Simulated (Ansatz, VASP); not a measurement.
## Ru2Rh: VASP beside Ansatz

```
Ru Rh
1.0
     2.70954    0.00000    0.00000
     0.00000    2.70954    0.00000
     0.00000    0.00000    6.08480
Ru Rh
2 1
Cartesian
  1.3548 1.3548 1.9195
  1.3548 1.3548 4.1653
  0.0000 0.0000 0.0000
```

Change from the starting cell: species swapped into the Ga2Cu type (P4/mmm, No. 123).

Alike in both runs: functional PBE; k mesh 6 × 6 × 4; occupations gaussian, width 0.1 eV; no spin polarisation.

Ansatz relaxed the structure, and its values are those at the end. VASP's run is a single point on that final structure, the one shown.

|  | VASP | Ansatz |
| --- | --- | --- |
| version | VASP 6.6.1 | Ansatz 0.2.0 |
| potentials or method | VASP PAW PBE potentials, release 64 (Ru_sv, Rh_sv_GW), cutoff 620 eV | scalar-relativistic, plane waves, PAW |
| valence electrons in the cell | 49 | 49 |

|  | VASP | Ansatz | Ansatz less VASP |
| --- | --- | --- | --- |
| gap on the k mesh at the Fermi level (eV) | none | none | - |
| pressure (GPa) | -0.2 | 0.1 | +0.31 |

A gap of «none» marks a metal or a gap that the smearing closes.

The k mesh is coarse, so the values compare programs but aren't converged.
